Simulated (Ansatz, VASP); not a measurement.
## Two plane-wave programs on Hg

Contents of INCAR:

```
SYSTEM = Hg
ALGO = Normal
EDIFF = 1E-6
ENCUT = 550
GGA = PE
GGA_COMPAT = .False.
ISIF = 2
ISMEAR = -1
LASPH = .True.
LCHARG = .False.
LREAL = .False.
LWAVE = .False.
NBANDS = 37
NELM = 120
PREC = Accurate
SIGMA = 0.025851999786435532
```

File KPOINTS:

```
k-points
0
Gamma
  3 3 2
  0 0 0
```

Contents of POSCAR:

```
Hg
1.0
    4.5400020208      0.0000000000      0.0000000000
   -2.2700010104      3.9317570832      0.0000000000
    0.0000000000      0.0000000000      3.8700000000
Hg
3
Direct
    0.3333333333      0.6666666667      0.5000000000
    0.0000000000      0.0000000000      0.0000000000
    0.6666666667      0.3333333333      0.5000000000
```

Input for Ansatz:

```yaml
crystal:
  lattice:
    - [4.5400020208, 0.0, 0.0]
    - [-2.2700010104, 3.9317570832, 0.0]
    - [0.0, 0.0, 3.87]
  atoms:
    - { symbol: Hg, position: [0.3333333333, 0.6666666667, 0.5] }
    - { symbol: Hg, position: [0.0, 0.0, 0.0] }
    - { symbol: Hg, position: [0.6666666667, 0.3333333333, 0.5] }
basis: {}
kpoints:
  mp_grid: { grid: [3, 3, 2] }
hamiltonian:
  xc: pbe
scf:
  occupations: { method: fermi_dirac, width: "300 K" }
output:
  forces: true
  stress: true
  eigenvalues: true
  dos: {}
```

Alike in both runs: task single point; functional PBE; k mesh 3 × 3 × 2; no spin polarisation.

```csv
,VASP,Ansatz
version,VASP 6.6.1,Ansatz 0.2.0
potentials or method,"VASP PAW PBE potentials, release 64 (Hg_sv_GW)","scalar-relativistic, plane waves, PAW"
plane-wave cutoff (eV),550,420
occupations,"fermi-dirac, width 0.025852 eV",fermi-dirac
valence electrons in the cell,60,60
```

```tsv
	VASP	Ansatz	Ansatz less VASP
gap on the k mesh at the Fermi level (eV)	none	none	-
pressure (GPa)	9.4	9.7	+0.30
traceless stress, the component that is largest in VASP (GPa)	-10.25	-10.20	+0.052
```

A gap of «none» marks a metal or a gap that the smearing closes.

The k mesh is coarse, so the values compare programs but aren't converged. Neither program's run includes spin-orbit coupling.
